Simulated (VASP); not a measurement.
# BeNiAg3 (Pm-3m) in VASP: a series of runs

Runs on BeNiAg3. Level: r2SCAN. Tasks: single point.

All numbers are computed with VASP 6.6.1; they aren't measurements. Logs are shortened: lines on timing, memory, paths and dates and some standing lists are left out, and cuts for length are marked.

## (1) The cell of the first run

It takes space group Pm-3m (No. 221, cubic). Conventional cell: a = 4.667 Å, b = 4.667 Å, c = 4.667 Å, α = 90.00°, β = 90.00°, γ = 90.00°. Be (site symmetry m-3m) has 12 Ag at 3.30 Å and 8 Ni at 4.04 Å within 4.3 Å. Ni (site symmetry m-3m) has 6 Ag at 2.33 Å within 3.1 Å. Ag (site symmetry 4/mmm) has 2 Ni at 2.33 Å within 3.1 Å.

## (2) Single point, r2SCAN

POSCAR

```
BeNiAg3
1.0
    4.6665900056      0.0000000000      0.0000000000
    0.0000000000      4.6665900056      0.0000000000
    0.0000000000      0.0000000000      4.6665900056
Be Ni Ag
1 1 3
Direct
    0.0000000000      0.0000000000      0.0000000000
    0.5000000000      0.5000000000      0.5000000000
    0.0000000000      0.5000000000      0.5000000000
    0.5000000000      0.0000000000      0.5000000000
    0.5000000000      0.5000000000      0.0000000000
```

INCAR.step1

```
SYSTEM = BeNiAg3
  ALGO = Normal
  EDIFF = 1E-4
  ENCUT = 520
  GGA = PE
  ISMEAR = 0
  LASPH = .True.
  LCHARG = .False.
  LREAL = .False.
  LWAVE = .True.
  NBANDS = 30
  NELM = 60
  PREC = Accurate
  SIGMA = 0.1
```

INCAR.step2

```
SYSTEM = BeNiAg3
  ALGO = Normal
  EDIFF = 1E-6
  ENCUT = 520
  ISIF = 2
  ISMEAR = 0
  ISTART = 1
  LASPH = .True.
  LCHARG = .True.
  LELF = .True.
  LMIXTAU = .True.
  LREAL = .False.
  LVHAR = .True.
  LWAVE = .False.
  METAGGA = R2SCAN
  NBANDS = 30
  NELM = 60
  PREC = Accurate
  SIGMA = 0.1
```

KPOINTS

```
k-points
0
Gamma
  8 8 8
  0 0 0
```

Potentials or basis: VASP PAW PBE potentials, release 64 (Be, Ni, Ag).

On the command line:

```bash
cat potpaw_PBE.64/Be/POTCAR potpaw_PBE.64/Ni/POTCAR potpaw_PBE.64/Ag/POTCAR > POTCAR
cp INCAR.step1 INCAR
mpirun -np 1 vasp_std > vasp.out
cp INCAR.step2 INCAR
mpirun -np 1 vasp_std > vasp.out
```

OUTCAR:

```text
SYSTEM = BeNiAg3
   EDIFF = 1E-6
   ENCUT = 520
   ISIF = 2
   ISMEAR = 0
   ISTART = 1
   LASPH = .True.
   LREAL = .False.
   METAGGA = R2SCAN
   NELM = 60
   PREC = Accurate

 ion  position               nearest neighbor table
   1  0.000  0.000  0.000-
   2  0.500  0.500  0.500-   3 2.33   4 2.33   5 2.33   5 2.33   4 2.33   3 2.33
   3  0.000  0.500  0.500-   2 2.33   2 2.33   5 3.30   5 3.30   4 3.30   4 3.30   4 3.30   5 3.30
                             5 3.30   4 3.30
   4  0.500  0.000  0.500-   2 2.33   2 2.33   5 3.30   5 3.30   3 3.30   3 3.30   5 3.30   5 3.30
                             3 3.30   3 3.30
   5  0.500  0.500  0.000-   2 2.33   2 2.33   4 3.30   3 3.30   3 3.30   4 3.30   4 3.30   4 3.30
                             3 3.30   3 3.30

  LATTYP: Found a simple cubic cell.
 ALAT       =     4.6665900056

  Lattice vectors:

 A1 = (   4.6665900056,   0.0000000000,   0.0000000000)
 A2 = (   0.0000000000,   4.6665900056,   0.0000000000)
 A3 = (   0.0000000000,   0.0000000000,   4.6665900056)

Analysis of symmetry for initial positions (statically):
=====================================================================
 Subroutine PRICEL returns:
 Original cell was already a primitive cell.

 Routine SETGRP: Setting up the symmetry group for a
 simple cubic supercell.

 Subroutine GETGRP returns: Found 48 space group operations
 (whereof 48 operations were pure point group operations)
 out of a pool of 48 trial point group operations.

The static configuration has the point symmetry O_h .

Analysis of symmetry for dynamics (positions and initial velocities):
=====================================================================
 Subroutine PRICEL returns:
 Original cell was already a primitive cell.

 Routine SETGRP: Setting up the symmetry group for a
 simple cubic supercell.

 Subroutine GETGRP returns: Found 48 space group operations
 (whereof 48 operations were pure point group operations)
 out of a pool of 48 trial point group operations.

The dynamic configuration has the point symmetry O_h .

 Subroutine INISYM returns: Found 48 space group operations
 (whereof 48 operations are pure point group operations),
 and found     1 'primitive' translations

----------------------------------------------------------------------------------------

                                     Primitive cell

  volume of cell :     101.6246

  direct lattice vectors                    reciprocal lattice vectors
     4.666590006  0.000000000  0.000000000     0.214289234  0.000000000  0.000000000
     0.000000000  4.666590006  0.000000000     0.000000000  0.214289234  0.000000000
     0.000000000  0.000000000  4.666590006     0.000000000  0.000000000  0.214289234

  length of vectors
     4.666590006  4.666590006  4.666590006     0.214289234  0.214289234  0.214289234

  position of ions in fractional coordinates (direct lattice)
     0.000000000  0.000000000  0.000000000
     0.500000000  0.500000000  0.500000000
     0.000000000  0.500000000  0.500000000
     0.500000000  0.000000000  0.500000000
     0.500000000  0.500000000  0.000000000

  ion indices of the primitive-cell ions
   primitive index   ion index
                 1           1
                 2           2
                 3           3
                 4           4
                 5           5

----------------------------------------------------------------------------------------

 KPOINTS: k-points

Automatic generation of k-mesh.
 Grid dimensions read from file:
 generate k-points for:    8    8    8

 Generating k-lattice:

  Cartesian coordinates                     Fractional coordinates (reciprocal lattice)
     0.026786154  0.000000000  0.000000000     0.125000000  0.000000000  0.000000000
     0.000000000  0.026786154  0.000000000     0.000000000  0.125000000  0.000000000
     0.000000000  0.000000000  0.026786154     0.000000000  0.000000000  0.125000000

  Length of vectors
     0.026786154  0.026786154  0.026786154

  Shift w.r.t. Gamma in fractional coordinates (k-lattice)
     0.000000000  0.000000000  0.000000000

 Subroutine IBZKPT returns following result:
 ===========================================

 Found     35 irreducible k-points:

 Following reciprocal coordinates:
            Coordinates               Weight
  0.000000  0.000000  0.000000      1.000000
  0.125000  0.000000  0.000000      6.000000
  0.250000  0.000000  0.000000      6.000000
  0.375000  0.000000  0.000000      6.000000
  0.500000  0.000000  0.000000      3.000000
  0.125000  0.125000  0.000000     12.000000
[... 16 lines left out ...]
  0.375000  0.375000  0.125000     24.000000
  0.500000  0.375000  0.125000     24.000000
 [... further k-points ...]
   k-points           NKPTS =     35   k-points in BZ     NKDIM =     35   number of bands    NBANDS=     30
   number of dos      NEDOS =    301   number of ions     NIONS =      5
   total plane-waves  NPLWV =  46656
   dimension x,y,z NGX =    36 NGY =   36 NGZ =   36
   dimension x,y,z NGXF=    72 NGYF=   72 NGZF=   72
   ions per type =               1   1   3
   NGX,Y,Z   is equivalent  to a cutoff of  12.82, 12.82, 12.82 a.u.
   NGXF,Y,Z  is equivalent  to a cutoff of  25.65, 25.65, 25.65 a.u.
 SYSTEM =  BeNiAg3
   PREC   = accura    normal or accurate (medium, high low for compatibility)
   ISTART =      1    job   : 0-new  1-cont  2-samecut
   ICHARG =      0    charge: 1-file 2-atom 10-const
   ISPIN  =      1    spin polarized calculation?
   LNONCOLLINEAR =      F non collinear calculations
   LSORBIT =      F    spin-orbit coupling
   LASPH  =      T    aspherical Exc in radial PAW
   ENCUT  =  520.0 eV  38.22 Ry    6.18 a.u.   8.68  8.68  8.68*2*pi/ulx,y,z
   NELM   =     60;   NELMIN=  2; NELMDL=  0     # of ELM steps
   EDIFF  = 0.1E-05   stopping-criterion for ELM
   LREAL  =      F    real-space projection
[... 7 lines left out ...]
   TEBEG  =    0.0;   TEEND  =   0.0 temperature during run
   PSTRESS=    0.0 pullay stress
   NELECT =      45.0000    total number of electrons
   NUPDOWN=      -1.0000    fix difference up-down
   EMIN   =  10.00;   EMAX   =-10.00  energy-range for DOS
   EFERMI =   0.00;   METHOD = LEGACY
   ISMEAR =     0;   SIGMA  =   0.10  broadening in eV -4-tet -1-fermi 0-gaus
   EFERMI_NEDOS =   21; number of points for ismear=-14 and -15
   IALGO  =     38    algorithm
   IMIX   =      4    mixing-type and parameters
     AMIX     =   0.40;   BMIX     =  1.00
     AMIX_MAG =   1.60;   BMIX_MAG =  1.00
  volume/ion in A,a.u.               =      20.32       137.16
  Fermi-wavevector in a.u.,A,eV,Ry     =   1.247803  2.358006 21.184438  1.557012
  Thomas-Fermi vector in A             =   2.381919
   LORBIT       =      0    0 simple, 1 ext, 2 COOP (PROOUT), +10 PAW based schemes
   METAGGA = R2SCAN    functional components
   LHFCALC =     F    Hartree Fock is set to
   AEXX    =    0.0000 exact exchange contribution
   IVDW    =     0    specifies the selected vdW correction
   LEPSILON=     F    determine dielectric tensor
   LRPA    =     F    only Hartree local field effects (RPA)
 non-spin polarized calculation
 Gauss-broadening in eV      SIGMA  =   0.10
  energy-cutoff  :      520.00
  volume of cell :      101.62
 maximum number of plane-waves:      2800
 NGX is ok and might be reduce to    36
   NGX = 17   NGY = 17   NGZ = 17

 number of electron      45.0000033 magnetization

 Free energy of the ion-electron system (eV)
  ---------------------------------------------------
  ext. energy  EPLUGINS =         0.00000000
  ---------------------------------------------------
  free energy    TOTEN  =       -74.29277459 eV

  energy without entropy =      -74.27409289  energy(sigma->0) =      -74.28343374

 E-fermi :   4.4873     XC(G=0): -10.6985

 val. band max:        4.4695935599   @ k =   0.5000   0.3750   0.2500
 cond. band min:       4.5125824718   @ k =   0.1250   0.1250   0.0000
 fundamental gap:      0.0429889119
 Fermi energy:         4.4873194422

 k-point     1 :       0.0000    0.0000    0.0000
  band No.  band energies     occupation
      1      -2.6089      2.00000
      2      -1.0827      2.00000
      3      -1.0280      2.00000
      4      -1.0280      2.00000
      5      -1.0280      2.00000
      6      -0.6709      2.00000
[... 22 lines left out ...]
     29       9.6145      0.00000
     30       9.6145      0.00000

 k-point     2 :       0.1250    0.0000    0.0000
  band No.  band energies     occupation
      1      -2.5115      2.00000
      2      -1.0182      2.00000
      3      -1.0131      2.00000
      4      -0.9723      2.00000
      5      -0.9723      2.00000
      6      -0.6686      2.00000
[... 22 lines left out ...]
     29       9.5263      0.00000
     30      10.0334      0.00000

 k-point     3 :       0.2500    0.0000    0.0000
  band No.  band energies     occupation
      1      -2.2613      2.00000
      2      -0.9938      2.00000
      3      -0.8119      2.00000
      4      -0.8119      2.00000
      5      -0.8100      2.00000
      6      -0.6633      2.00000
[... 22 lines left out ...]
     29       9.2812      0.00000
     30      11.3734      0.00000

 k-point     4 :       0.3750    0.0000    0.0000
  band No.  band energies     occupation
      1      -1.9951      2.00000
      2      -0.9685      2.00000
      3      -0.6582      2.00000
      4      -0.5743      2.00000
      5      -0.5743      2.00000
      6      -0.4719      2.00000
[... 616 lines left out ...]
     29      10.9777      0.00000
     30      11.7041      0.00000

 k-point    23 :       0.3750    0.3750    0.1250
  band No.  band energies     occupation
      1      -1.3727      2.00000
      2      -0.6877      2.00000
      3      -0.6210      2.00000
      4      -0.5243      2.00000
      5      -0.2817      2.00000
      6      -0.2756      2.00000
[... 22 lines left out ...]
     29      10.8754      0.00000
     30      11.9730      0.00000

 k-point    24 :       0.5000    0.3750    0.1250
  band No.  band energies     occupation
      1      -1.2790      2.00000
      2      -0.6632      2.00000
      3      -0.6607      2.00000
      4      -0.4489      2.00000
      5      -0.2891      2.00000
      6      -0.1719      2.00000
[... 22 lines left out ...]
     29      10.6635      0.00000
     30      11.7718      0.00000

 [... further k-points ...]

------------------------ aborting loop because EDIFF is reached ----------------------------------------

  FORCE on cell =-STRESS in cart. coord.  units (eV):
  Direction    XX          YY          ZZ          XY          YZ          ZX
  --------------------------------------------------------------------------------------
  -------------------------------------------------------------------------------------
  Total        0.0345988      0.0345988      0.0345988      0.0000000     -0.0000000     -0.0000000
  in kB        0.5454726      0.5454726      0.5454726      0.0000000     -0.0000000     -0.0000000
  external PRESSURE =       0.5454726 kB  Pullay stress =       0.0000000 kB

 VOLUME and BASIS-vectors are now :
 -----------------------------------------------------------------------------
  energy-cutoff  :      520.00
  volume of cell :      101.62
      direct lattice vectors                 reciprocal lattice vectors
     4.666590006  0.000000000  0.000000000     0.214289234  0.000000000  0.000000000
     0.000000000  4.666590006  0.000000000     0.000000000  0.214289234  0.000000000
     0.000000000  0.000000000  4.666590006     0.000000000  0.000000000  0.214289234

 POSITION                                       TOTAL-FORCE (eV/Angst)
 -----------------------------------------------------------------------------------
      0.00000      0.00000      0.00000         0.000000      0.000000      0.000000
      2.33330      2.33330      2.33330         0.000000      0.000000      0.000000
      0.00000      2.33330      2.33330         0.000000      0.000000      0.000000
      2.33330      0.00000      2.33330         0.000000      0.000000      0.000000
      2.33330      2.33330      0.00000         0.000000      0.000000      0.000000
 -----------------------------------------------------------------------------------
    total drift:                                0.000000      0.000000      0.000000

  FREE ENERGIE OF THE ION-ELECTRON SYSTEM (eV)
  ---------------------------------------------------
  free  energy   TOTEN  =       -74.2927745867 eV

  energy  without entropy=      -74.2740928942  energy(sigma->0) =      -74.28343374
```

It took 3.2 min on 1 thread of AMD EPYC 9R45 (Zen 5), shared host; peak memory 0.25 GiB.

What came out:

```yaml
Free_energy: -74.2928 eV
Pressure: 0.1 GPa
Band_gap_on_the_k_mesh: zero (an odd number of electrons rules out a gap without spin polarisation)
```

Caveat: the PAW data sets were made with another functional, which shifts forces and pressure a little. Spin polarisation is off, so any magnetic state and its effect on volume and gap are missing.

## (3) Single point, r2SCAN, collinear spin, ferromagnetic start

This run uses another cell than the first one, of 20.37 Å³/atom.

Changes to POSCAR since step 2:

```diff
@@ -2,5 +2,5 @@
 1.0
-    4.6665900056      0.0000000000      0.0000000000
-    0.0000000000      4.6665900056      0.0000000000
-    0.0000000000      0.0000000000      4.6665900056
+    4.6697518393      0.0000000000      0.0000000000
+    0.0000000000      4.6697518393      0.0000000000
+    0.0000000000      0.0000000000      4.6697518393
 Be Ni Ag
```

INCAR.step1

```
SYSTEM = BeNiAg3
ALGO     = Normal         ! electronic algorithm
EDIFF    = 1E-4           ! SCF threshold, eV
ENCUT    = 520            ! plane-wave cutoff, eV
GGA      = PE             ! functional
ISMEAR   = 0              ! smearing method
ISPIN    = 2              ! spin polarisation
LASPH    = .True.         ! aspherical terms in the spheres
LCHARG   = .False.        ! write CHGCAR
LMAXMIX  = 4              ! l up to which the mixer works
LREAL    = .False.        ! projectors in reciprocal space
LWAVE    = .True.         ! write WAVECAR
MAGMOM   = 0 0.27 0 0 0   ! initial moments
NBANDS   = 34             ! bands
NELM     = 150            ! most SCF steps
PREC     = Accurate       ! precision mode
SIGMA    = 0.1            ! smearing width, eV
```

INCAR.step2

```
SYSTEM = BeNiAg3
ALGO     = Normal         ! electronic algorithm
EDIFF    = 1E-6           ! SCF threshold, eV
ENCUT    = 520            ! plane-wave cutoff, eV
ISIF     = 2              ! what is computed and relaxed
ISMEAR   = 0              ! smearing method
ISPIN    = 2              ! spin polarisation
ISTART   = 1            
LASPH    = .True.         ! aspherical terms in the spheres
LCHARG   = .False.        ! write CHGCAR
LMAXMIX  = 4              ! l up to which the mixer works
LMIXTAU  = .True.       
LORBIT   = 11             ! projections on sites
LREAL    = .False.        ! projectors in reciprocal space
LWAVE    = .False.        ! write WAVECAR
MAGMOM   = 0 0.27 0 0 0   ! initial moments
METAGGA  = R2SCAN         ! meta-GGA
NBANDS   = 34             ! bands
NELM     = 150            ! most SCF steps
PREC     = Accurate       ! precision mode
SIGMA    = 0.1            ! smearing width, eV
```

KPOINTS

```
k-points
0
Gamma
  4 4 4
  0 0 0
```

Potentials or basis: VASP PAW PBE potentials, release 64 (Be, Ni, Ag).

On the command line:

```bash
cat potpaw_PBE.64/Be/POTCAR potpaw_PBE.64/Ni/POTCAR potpaw_PBE.64/Ag/POTCAR > POTCAR
cp INCAR.step1 INCAR
mpirun -np 1 vasp_std > vasp.out
cp INCAR.step2 INCAR
mpirun -np 1 vasp_std > vasp.out
```

Run time: 2.8 min. Hardware: 1 thread of AMD EPYC 9R45 (Zen 5), shared host; peak memory 0.26 GiB.

Results (log left out):

```
Free energy                                           : -74.3012 eV
Pressure                                              : 0.1 GPa
Net moment                                            : 0.00 μB per cell
Valence electrons inside the program's atomic spheres : Be 0.56; Ni 9.60; Ag 9.88
```

Levels at points of the mesh, in eV from the Fermi level:
Spin up:
```
           k point  band 18  band 19  band 20  band 21  band 22  band 23  band 24  band 25  band 26  band 27
(0.00, 0.00, 0.00)    -0.41    -0.18    -0.18    -0.18     0.21     0.21     0.21     1.58     4.41     4.41
(0.50, 0.00, 0.00)    -1.04    -0.54    -0.54    -0.40    -0.18     2.07     2.60     2.60     2.87     2.87
(0.50, 0.50, 0.00)    -1.79    -1.79    -1.18    -0.82    -0.82    -0.55    -0.55     3.54     4.82     4.82
(0.50, 0.50, 0.50)    -1.88    -1.88    -1.22    -1.22    -0.30     0.30     0.30     0.30     0.48     0.48
```
Spin down:
```
           k point  band 19  band 20  band 21  band 22  band 23  band 24  band 25  band 26
(0.00, 0.00, 0.00)    -0.18    -0.18    -0.18     0.21     0.21     0.21     1.58     4.41
(0.50, 0.00, 0.00)    -0.54    -0.54    -0.40    -0.18     2.07     2.60     2.60     2.87
(0.50, 0.50, 0.00)    -1.79    -1.18    -0.82    -0.82    -0.55    -0.55     3.54     4.82
(0.50, 0.50, 0.50)    -1.88    -1.22    -1.22    -0.30     0.30     0.30     0.30     0.48
```

Caveat: the PAW data sets were made with another functional, which shifts forces and pressure a little.
